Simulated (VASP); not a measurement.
Set up this calculation in VASP 6.6.1, as the native input.

| Property | Result |
| --- | --- |
| Task | relaxation of cell and atoms |
| Functional | PBE |
| Potentials or basis | VASP PAW PBE potentials, release 64 (As, F) |
| Cutoff | 600 eV |
| k mesh | 6 × 6 × 6 |
| Occupations | gaussian, width 0.1 eV |
| Spin | no spin polarisation |
| Dipole correction | no |
| Further INCAR settings | ALGO = Normal; EDIFF = 1e-06; IBRION = 2; EDIFFG = -0.04; NSW = 90; ISIF = 3 |

The structure of As2F3 lies in POSCAR:

```
As2F3
1.0
    1.6676640181      0.9628262697      7.7304686556
   -1.6676640181      0.9628262697      7.7304686556
    0.0000000000     -1.9256525394      7.7304686556
As F
2 3
Direct
    0.4000000000      0.4000000000      0.4000000000
    0.6000000000      0.6000000000      0.6000000000
    0.0000000000      0.0000000000      0.0000000000
    0.2095000000      0.2095000000      0.2095000000
    0.7905000000      0.7905000000      0.7905000000
```

One way to write it, as run:

INCAR

```
SYSTEM = As2F3
PREC = Accurate
ENCUT = 600
EDIFF = 1E-6
ISMEAR = 0
SIGMA = 0.1
LREAL = .False.
LASPH = .True.
NELM = 80
ALGO = Normal
ISIF = 3
LWAVE = .False.
LCHARG = .False.
GGA = PE
IBRION = 2
NSW = 90
EDIFFG = -0.04
```

KPOINTS

```
Automatic mesh
0
Gamma
  6 6 6
  0 0 0
```

Potentials or basis: VASP PAW PBE potentials, release 64 (As, F).

Command:

```console
$ cat potpaw_PBE.64/As/POTCAR potpaw_PBE.64/F/POTCAR > POTCAR
$ mpirun -np 1 vasp_std > vasp.out
```

It gave:

```json
{
  "Relaxed volume": "13.63 Å³/atom",
  "Relaxed cell": "a = 9.686 Å, b = 9.686 Å, c = 9.686 Å, α = 17.05°, β = 17.05°, γ = 17.05°",
  "Space group after relaxing (to 0.1 Å)": "R-3m (No. 166)",
  "Energy gained by relaxing": "305.7 meV/atom",
  "Ionic steps": "22",
  "Pressure after relaxing": "-0.3 GPa",
  "Largest force after relaxing": "0.037 eV/Å",
  "Band gap on the k mesh": "zero (an odd number of electrons rules out a gap without spin polarisation)"
}
```

Caveat: the k points lie up to 0.42 Å⁻¹ apart in the final cell, too coarse for converged energies and pressures of a metal; a cell axis changed by over 15 % at a fixed basis, so the end point is rough; an odd number of electrons without spin polarisation forces a metal; a magnetic or distorted state may lie lower.

It took 41 min on 1 thread of Oxide Virtual Turin-like Processor (shared host), peak memory 0.6 GiB.
